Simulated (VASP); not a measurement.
# CdSe (P6_3mc) in VASP: further runs, part 2 of 2

VASP 6.6.1. Earlier steps stand in the parts before.

## (4) Relaxation of cell and atoms, LDA, target pressure 7 GPa, at which the enthalpy is minimised

INCAR

```
SYSTEM = CdSe
PREC = Accurate
ENCUT = 600
EDIFF = 1E-6
ISMEAR = 0
SIGMA = 0.01
LREAL = .FALSE.
LASPH = .TRUE.
NELM = 60
ALGO = Normal
ISIF = 3
LWAVE = .FALSE.
LCHARG = .FALSE.
IBRION = 2
NSW = 100
EDIFFG = -0.002
PSTRESS = 70.0
```

KPOINTS

```
Automatic mesh
0
G
  6 6 4
  0 0 0
```

POSCAR

```
CdSe
1.0
    4.2470825526      0.0000000000      0.0000000000
   -2.1235412763      3.6780813826      0.0000000000
    0.0000000000      0.0000000000      6.9420032420
Cd Se
2 2
Direct
    0.3333333333      0.6666666667      0.0048579434
    0.6666666667      0.3333333333      0.5048579434
    0.3333333333      0.6666666667      0.3801420566
    0.6666666667      0.3333333333      0.8801420566
```

Command:

```
$ cat potpaw_LDA.64/Cd/POTCAR potpaw_LDA.64/Se/POTCAR > POTCAR
$ mpirun -np 1 vasp_std > vasp.out
```

Run time: 3.1 min. Hardware: 1 thread of Intel Xeon 6975P-C (Granite Rapids), shared host; peak memory 0.24 GiB.

Results (log left out):

* Free energy: -13.3124 eV
* Relaxed volume: 24.80 Å³/atom
* Relaxed cell: a = 4.118 Å, b = 4.118 Å, c = 6.755 Å, α = 90.00°, β = 90.00°, γ = 120.00°
* Space group after relaxing (to 0.1 Å): P6_3mc (No. 186)
* Energy change on relaxing (the run minimises the enthalpy): +49.9 meV/atom
* Ionic steps: 16
* Pressure after relaxing: 7.0 GPa
* Band gap on the k mesh: 0.68 eV

Step by step:
| step | energy change (eV) | largest force (eV/Å) | pressure (GPa) | volume (Å³) |
| --- | --- | --- | --- | --- |
| 1 | 0.0000 | 0.0028 | 0.47 | 108.44 |
| 2 | 0.6827 | 0.0264 | 14.93 | 92.00 |
| 3 | 0.1951 | 0.0135 | 6.91 | 99.33 |
| 4 | 0.2028 | 0.0139 | 7.07 | 99.15 |
| 5 | 0.1968 | 0.0062 | 6.95 | 99.29 |
| 6 | 0.1980 | 0.0077 | 6.95 | 99.26 |
| 7 | 0.1987 | 0.0091 | 6.98 | 99.25 |
| 8 | 0.1984 | 0.0081 | 6.99 | 99.25 |
| 9 | 0.1982 | 0.0076 | 6.99 | 99.26 |
| 10 | 0.1981 | 0.0074 | 6.98 | 99.26 |
| 11 | 0.1984 | 0.0077 | 6.98 | 99.25 |
| 12 | 0.1992 | 0.0069 | 7.00 | 99.23 |
| 13 | 0.2010 | 0.0050 | 7.02 | 99.19 |
| 14 | 0.2003 | 0.0056 | 7.01 | 99.21 |
| 15 | 0.1987 | 0.0116 | 6.98 | 99.24 |
| 16 | 0.1998 | 0.0003 | 7.00 | 99.22 |

Final structure:
```
CELL_PARAMETERS angstrom
4.11827 0.00000 0.00000
-2.05914 3.56653 0.00000
0.00000 0.00000 6.75513
ATOMIC_POSITIONS crystal
Cd 0.33333 0.66667 0.00549
Cd 0.66667 0.33333 0.50549
Se 0.33333 0.66667 0.37951
Se 0.66667 0.33333 0.87951
```

Levels at points of the mesh, in eV from the valence-band top:
```tsv
k point	band 16	band 17	band 18	band 19	band 20	band 21
(0.00, 0.00, 0.00)	-0.10	0.00	0.00	0.68	2.16	5.70
(0.50, 0.00, 0.00)	-2.36	-1.77	-0.97	3.10	3.25	4.51
(0.00, 0.00, 0.50)	-0.52	-0.52	-0.52	2.40	2.40	5.85
(0.50, 0.00, 0.50)	-1.76	-1.72	-1.72	2.72	2.72	4.71
```

Caveat: the cell is relaxed towards a set pressure, so the run minimises the enthalpy, not the energy. LDA usually gives volumes a few per cent too small.

## (5) Relaxation of cell and atoms, LDA, target pressure 10 GPa, at which the enthalpy is minimised

INCAR

```
SYSTEM = CdSe
PREC     = Accurate       ! precision mode
ENCUT    = 600            ! plane-wave cutoff, eV
EDIFF    = 1E-7           ! SCF threshold, eV
ISMEAR   = 0              ! smearing method
SIGMA    = 0.01           ! smearing width, eV
LREAL    = .False.        ! projectors in reciprocal space
LASPH    = .True.         ! aspherical terms in the spheres
NELM     = 100            ! most SCF steps
ALGO     = Normal         ! electronic algorithm
ISIF     = 3              ! what is computed and relaxed
LWAVE    = .False.        ! write WAVECAR
LCHARG   = .False.        ! write CHGCAR
GGA      = CA             ! functional
IBRION   = 2              ! ionic algorithm
NSW      = 100            ! ionic steps
EDIFFG   = -0.002         ! ionic threshold
PSTRESS  = 100.0
```

KPOINTS

```
regular mesh
0
Gamma
  6 6 4
  0 0 0
```

POSCAR is that of step 4.

Potentials or basis: VASP PAW LDA potentials, release 64 (Cd, Se).

Command:

```
$ cat potpaw_LDA.64/Cd/POTCAR potpaw_LDA.64/Se/POTCAR > POTCAR
$ mpirun -np 1 vasp_std > vasp.out
```

OUTCAR:

```text
SYSTEM = CdSe
   PREC = Accurate
   ENCUT = 600
   EDIFF = 1E-7
   ISMEAR = 0
   LREAL = .False.
   LASPH = .True.
   NELM = 100
   ISIF = 3
   GGA = CA
   IBRION = 2
   NSW = 100
   EDIFFG = -0.002
   PSTRESS = 100.0

 ion  position               nearest neighbor table
   1  0.333  0.667  0.005-   4 2.60   4 2.60   4 2.60   3 2.61
   2  0.667  0.333  0.505-   3 2.60   3 2.60   3 2.60   4 2.61
   3  0.333  0.667  0.380-   2 2.60   2 2.60   2 2.60   1 2.61
   4  0.667  0.333  0.880-   1 2.60   1 2.60   1 2.60   2 2.61

  LATTYP: Found a hexagonal cell.
 ALAT       =     4.2470825526
 C/A-ratio  =     1.6345345672

  Lattice vectors:

 A1 = (   4.2470825526,   0.0000000000,   0.0000000000)
 A2 = (  -2.1235412763,   3.6780813826,   0.0000000000)
 A3 = (   0.0000000000,   0.0000000000,   6.9420032420)

Analysis of symmetry for initial positions (statically):
=====================================================================
 Subroutine PRICEL returns:
 Original cell was already a primitive cell.

 Routine SETGRP: Setting up the symmetry group for a
 hexagonal supercell.

 Subroutine GETGRP returns: Found 12 space group operations
 (whereof  6 operations were pure point group operations)
 out of a pool of 24 trial point group operations.

The static configuration has the point symmetry C_3v.
[... 172 lines left out ...]
  -------------------------------------------------------------------------------------
  Total        0.3190907      0.3190907      0.2897832      0.0000000      0.0000000      0.0000000
  in kB        4.7144154      4.7144154      4.2814110      0.0000000      0.0000000      0.0000000
  external PRESSURE =     -95.4299194 kB  Pullay stress =     100.0000000 kB
[... 103 lines left out ...]
  energy  without entropy=      -13.1673084931  energy(sigma->0) =      -13.16730849

  enthalpy is  TOTEN    =        -7.1485521254 eV   P V=        6.0187563677

 E-fermi :   2.3251     XC(G=0): -10.0070

 val. band max:        2.2737891255   @ k =   0.0000   0.0000   0.0000
 cond. band min:       3.0316571373   @ k =   0.0000   0.0000   0.0000
 fundamental gap:      0.7578680118
 Fermi energy:         2.3250971314

 k-point     1 :       0.0000    0.0000    0.0000
  band No.  band energies     occupation
      1     -11.4293      2.00000
      2     -10.8831      2.00000
      3      -6.3883      2.00000
      4      -6.3742      2.00000
      5      -6.3742      2.00000
      6      -6.2715      2.00000
[... 514 lines left out ...]
     21       7.8297      0.00000
     22       7.8297      0.00000

[... ionic steps 4 to 9 ...]

--------------------------------------- Ionic step       10  -------------------------------------------

 number of electron      35.9999996 magnetization

------------------------ aborting loop because EDIFF is reached ----------------------------------------
[... 75 lines left out ...]
--------------------------------------- Ionic step       12  -------------------------------------------

 number of electron      35.9999996 magnetization

 Free energy of the ion-electron system (eV)
  ---------------------------------------------------
  ext. energy  EPLUGINS =         0.00000000
  ---------------------------------------------------
  free energy    TOTEN  =       -13.14948968 eV

  energy without entropy =      -13.14948968  energy(sigma->0) =      -13.14948968

 E-fermi :   2.3174     XC(G=0):  -9.9990

 val. band max:        2.2665732410   @ k =   0.0000   0.0000   0.0000
 cond. band min:       3.0015240029   @ k =   0.0000   0.0000   0.0000
 fundamental gap:      0.7349507619
 Fermi energy:         2.3173848008

 k-point     1 :       0.0000    0.0000    0.0000
  band No.  band energies     occupation
      1     -11.4336      2.00000
      2     -10.8932      2.00000
      3      -6.4073      2.00000
      4      -6.3789      2.00000
      5      -6.3789      2.00000
      6      -6.2744      2.00000
[... 549 lines left out ...]
  energy  without entropy=      -13.1494896763  energy(sigma->0) =      -13.14948968

  enthalpy is  TOTEN    =        -7.1491830190 eV   P V=        6.0003066572

 reached required accuracy - stopping structural energy minimisation
```

It took 2.6 min on 1 thread of Intel Xeon 6975P-C (Granite Rapids), shared host; peak memory 0.24 GiB.

Results:

```yaml
Free_energy: -13.1495 eV
Relaxed_volume: 24.03 Å³/atom
Relaxed_cell: a = 4.071 Å, b = 4.071 Å, c = 6.699 Å, α = 90.00°, β = 90.00°, γ = 120.00°
Space_group_after_relaxing_to_0.1_Å: P6_3mc (No. 186)
Energy_change_on_relaxing_the_run_minimises_the_enthalpy: +90.7 meV/atom
Ionic_steps: 12
Pressure_after_relaxing: 10.0 GPa
Band_gap_on_the_k_mesh: 0.73 eV
```

The path:
```tsv
step	energy change (eV)	largest force (eV/Å)	pressure (GPa)	volume (Å³)
1	0.0000	0.0028	0.46	108.44
2	1.5620	0.0476	26.18	85.02
3	0.3448	0.0202	9.70	96.43
4	0.3596	0.0206	9.96	96.19
5	0.3744	0.0211	10.21	95.96
6	0.3495	0.0092	9.79	96.35
7	0.3604	0.0144	9.97	96.18
8	0.3606	0.0119	9.98	96.17
9	0.3612	0.0044	9.99	96.16
10	0.3627	0.0113	10.00	96.13
11	0.3626	0.0084	10.00	96.14
12	0.3627	0.0017	10.00	96.14
```

Final structure:
```cif
data_structure
_symmetry_space_group_name_H-M 'P 1'
_symmetry_Int_Tables_number 1
_cell_length_a 4.0709
_cell_length_b 4.0709
_cell_length_c 6.6986
_cell_angle_alpha 90.000
_cell_angle_beta 90.000
_cell_angle_gamma 120.000
_cell_volume 96.14
loop_
_atom_site_label
_atom_site_type_symbol
_atom_site_fract_x
_atom_site_fract_y
_atom_site_fract_z
_atom_site_occupancy
Cd1 Cd 0.33333 0.66667 0.00598 1
Cd2 Cd 0.66667 0.33333 0.50598 1
Se1 Se 0.33333 0.66667 0.37902 1
Se2 Se 0.66667 0.33333 0.87902 1
```

Caveat: the cell is relaxed towards a set pressure, so the run minimises the enthalpy, not the energy.

## (6) Relaxation of cell and atoms, LDA, target pressure 15 GPa, at which the enthalpy is minimised

INCAR

```
  ALGO = Normal
  EDIFF = 1E-6
  EDIFFG = -0.002
  ENCUT = 600
  IBRION = 2
  ISIF = 3
  ISMEAR = 0
  LASPH = True
  LCHARG = False
  LREAL = False
  LWAVE = False
  NELM = 100
  NSW = 100
  PREC = Accurate
  PSTRESS = 150.0
  SIGMA = 0.01
```

KPOINTS

```
k-points
0
Gamma
  6 6 4
```

POSCAR is that of step 5.

Potentials or basis: VASP PAW LDA potentials, release 64 (Cd, Se).

Command:

```
$ cat potpaw_LDA.64/Cd/POTCAR potpaw_LDA.64/Se/POTCAR > POTCAR
$ mpirun -np 1 vasp_std > vasp.out
```

Run time: 5 min. Hardware: 1 thread of Intel Xeon 6975P-C (Granite Rapids), shared host; peak memory 0.25 GiB.

The run converged. Its results:

```yaml
Free_energy: -12.8206 eV
Relaxed_volume: 22.97 Å³/atom
Relaxed_cell: a = 3.997 Å, b = 3.997 Å, c = 6.642 Å, α = 90.00°, β = 90.00°, γ = 120.00°
Space_group_after_relaxing_to_0.1_Å: P6_3mc (No. 186)
Energy_change_on_relaxing_the_run_minimises_the_enthalpy: +172.9 meV/atom
Ionic_steps: 35
Pressure_after_relaxing: 15.0 GPa
Band_gap_on_the_k_mesh: 0.80 eV
```

Step by step:
```csv
step,energy change (eV),largest force (eV/Å),pressure (GPa),volume (Å³)
1,0.0000,0.0028,0.47,108.44
2,4.2031,0.1012,55.41,74.24
3,0.6162,0.0297,13.98,92.74
4,0.6708,0.0312,14.75,92.13
5,0.6996,0.0318,15.16,91.82
6,0.6738,0.0131,14.79,92.09
7,0.6825,0.0196,14.93,92.00
8,0.6834,0.0162,14.93,91.99
9,0.6862,0.0050,14.96,91.95
10,0.6925,0.0189,15.03,91.88
11,0.6890,0.0204,14.97,91.92
12,0.6895,0.0152,14.98,91.91
13,0.6901,0.0090,14.98,91.90
14,0.6901,0.0089,14.99,91.90
15,0.6913,0.0052,15.02,91.89
16,0.6902,0.0075,14.98,91.90
17,0.6902,0.0075,14.99,91.90
18,0.6911,0.0045,15.00,91.89
19,0.6938,0.0044,15.04,91.87
20,0.6931,0.0019,15.03,91.87
21,0.6924,0.0020,15.03,91.88
22,0.6901,0.0011,14.98,91.90
23,0.6891,0.0006,14.98,91.91
24,0.6871,0.0000,14.93,91.93
25,0.6879,0.0002,14.94,91.93
26,0.6885,0.0005,14.95,91.92
27,0.6888,0.0004,14.96,91.92
28,0.6896,0.0033,14.97,91.91
29,0.6913,0.0087,15.00,91.89
30,0.6906,0.0063,14.99,91.90
31,0.6901,0.0047,14.99,91.90
32,0.6907,0.0028,14.99,91.90
33,0.6926,0.0018,14.99,91.88
34,0.6924,0.0009,15.02,91.88
35,0.6916,0.0012,15.00,91.89
```

Final structure:
```
Cd Se
1.0
     3.99667    0.00000    0.00000
    -1.99833    3.46122    0.00000
     0.00000    0.00000    6.64246
Cd Se
2 2
Direct
  0.33333 0.66667 0.00748
  0.66667 0.33333 0.50748
  0.33333 0.66667 0.37752
  0.66667 0.33333 0.87752
```

Levels at points of the mesh, in eV from the valence-band top:
```
           k point  band 15  band 16  band 17  band 18  band 19  band 20  band 21  band 22
(0.00, 0.00, 0.00)    -1.10    -0.18     0.00     0.00     0.80     2.31     5.71     5.71
(0.50, 0.00, 0.00)    -3.83    -2.67    -2.10    -1.09     3.06     3.30     4.37     6.21
(0.00, 0.00, 0.50)    -0.59    -0.59    -0.59    -0.59     2.53     2.53     5.92     5.92
(0.50, 0.00, 0.50)    -2.08    -2.08    -1.95    -1.95     2.62     2.62     4.66     4.66
```

Caveat: the cell is relaxed towards a set pressure, so the run minimises the enthalpy, not the energy; the volume moved by over 15 % at a fixed basis, so the end points are rough.

## (7) Summary

| cell | gap on the mesh (eV) | pressure (GPa) |
| --- | --- | --- |
| relaxed to 2 GPa | 0.55 | 2.0 |
| relaxed to 4 GPa | 0.60 | 4.0 |
| relaxed to 7 GPa | 0.68 | 7.0 |
| relaxed to 10 GPa | 0.73 | 10.0 |
| relaxed to 15 GPa | 0.80 | 15.0 |

Alike in all rows: task relaxation of cell and atoms; level LDA; potentials or basis VASP PAW LDA potentials, release 64 (Cd, Se); no spin polarisation; k mesh 6 × 6 × 4; cutoff (eV) 600; smearing gaussian 0.01 eV.

Caveats: the cell is relaxed towards a set pressure, so the run minimises the enthalpy, not the energy; the volume moved by over 15 % at a fixed basis, so the end points are rough (at least some runs).

Absolute energies hang on the potentials; compare differences alone.
